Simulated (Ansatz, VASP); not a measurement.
## AlNi: VASP beside Ansatz

File INCAR:

```
SYSTEM = AlNi
PREC = Accurate ; ENCUT = 520
EDIFF = 1E-6 ; ISMEAR = 0
SIGMA = 0.15 ; LREAL = .False.
LASPH = .True. ; NELM = 60
ALGO = Fast ; ISIF = 2
LWAVE = .False. ; LCHARG = .False.
GGA = PS ; NBANDS = 14
```

File KPOINTS:

```
Automatic mesh
0
Gamma
  20 20 20
  0 0 0
```

POSCAR

```
AlNi
1.0
    2.8621655516      0.0000000000      0.0000000000
    0.0000000000      2.8621655516      0.0000000000
    0.0000000000      0.0000000000      2.8621655516
Al Ni
1 1
Direct
    0.0000000000      0.0000000000      0.0000000000
    0.4117483814      0.4117483814      0.4117483814
```

Input for Ansatz:

```yaml
crystal:
  lattice:
    - [2.8621655516, 0.0, 0.0]
    - [0.0, 2.8621655516, 0.0]
    - [0.0, 0.0, 2.8621655516]
  atoms:
    - { symbol: Al, position: [0.0, 0.0, 0.0] }
    - { symbol: Ni, position: [0.4117483814, 0.4117483814, 0.4117483814] }
basis:
  ecutwfc: 420
kpoints:
  mp_grid: { grid: [20, 20, 20] }
hamiltonian:
  xc: pbesol
scf:
  occupations: { method: gaussian, width: 0.15 }
output:
  forces: true
  stress: true
  eigenvalues: true
```

Change from the starting cell: all Ni atoms moved +0.438 Å, as atom 2 towards its neighbour atom 1 (Al) at 2.479 Å.

Alike in both runs: task single point; functional PBEsol; k mesh 20 × 20 × 20; occupations gaussian, width 0.15 eV; no spin polarisation.

|  | VASP | Ansatz |
| --- | --- | --- |
| version | VASP 6.6.1 | Ansatz 0.2.0 |
| potentials or method | VASP PAW PBE potentials, release 64 (Al, Ni), cutoff 520 eV | scalar-relativistic, plane waves, PAW |
| valence electrons in the cell | 13 | 21 |

```csv
,VASP,Ansatz,Ansatz less VASP
gap on the k mesh at the Fermi level (eV),none,none,-
pressure (GPa),15.1,14.5,-0.61
"traceless stress, the component that is largest in VASP (GPa)",11.38,11.26,-0.118
rms of the force components (eV/Å),2.349,2.328,-0.0204
```

VASP's potentials were made for PBE, not for PBEsol. Atom by atom the forces differ by 0.020 eV/Å (rms over components). A gap of «none» marks a metal or a gap that the smearing closes. VASP's potentials hold 13 valence electrons a cell and Ansatz's 21, so a difference there can come from the potentials and not from the codes.
